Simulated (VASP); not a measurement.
Write the native input for VASP 6.6.1 that does the following.

| Quantity | Value |
| --- | --- |
| Task | single point |
| Functional | PBEsol |
| Potentials or basis | VASP PAW PBE potentials, release 64 (Ti_sv, Al) |
| Cutoff | 520 eV |
| k mesh | 12 × 12 × 3 |
| Occupations | gaussian, width 0.15 eV |
| Spin | no spin polarisation |
| Dipole correction | no |
| Further INCAR settings | LREAL = Auto; ALGO = Fast; EDIFF = 1e-06; NBANDS = 56 |

The structure of TiAl3 lies in POSCAR:

```
TiAl3
1.0
   -3.8155481469      0.0000000000      0.0000000000
    0.0000000000     -3.8155481469      0.0000000000
    0.0000000000      0.0000000000     17.1079872322
Ti Al
4 12
Direct
    1.0000000000      0.0000000000      0.0000000000
    0.5000000000      0.5000000000      0.7500000000
    0.0000000000      0.0000000000      0.5000000000
    0.5000000000      0.5000000000      0.2500000000
    0.0000000000      0.0000000000      0.2500000000
    0.5000000000      0.5000000000      0.0000000000
    0.0000000000      0.0000000000      0.7500000000
    0.5000000000      0.5000000000      0.5000000000
    0.5000000000      0.0000000000      0.3750000000
    0.0000000000      0.5000000000      0.1250000000
    0.5000000000      0.0000000000      0.8750000000
    0.0000000000      0.5000000000      0.6250000000
    0.0000000000      0.5000000000      0.3750000000
    0.5000000000      0.0000000000      0.1250000000
    0.0000000000      0.5000000000      0.8750000000
    0.5000000000      0.0000000000      0.6250000000
```

One way to write it, as run:

INCAR

```
PREC = Accurate
ENCUT = 520
EDIFF = 1E-6
ISMEAR = 0
SIGMA = 0.15
LREAL = Auto
LASPH = True
NELM = 60
ALGO = Fast
ISIF = 2
LWAVE = False
LCHARG = False
GGA = PS
NBANDS = 56
```

KPOINTS

```
regular mesh
0
Gamma
  12 12 3
```

Potentials or basis: VASP PAW PBE potentials, release 64 (Ti_sv, Al).

Command:

```sh
$ cat potpaw_PBE.64/Ti_sv/POTCAR potpaw_PBE.64/Al/POTCAR > POTCAR
$ mpirun -np 1 vasp_std > vasp.out
```

Results of the run:

```json
{
 "Pressure": "0.2 GPa",
 "Band gap on the k mesh": "zero (bands 42 and 43 overlap by 1.90 eV)"
}
```

Caveat: the PAW data sets were made with another functional, which shifts forces and pressure a little.

It took 37 min on 1 thread of Intel(R) Xeon(R) Platinum 8488C (Sapphire Rapids) (shared host), peak memory 0.62 GiB.
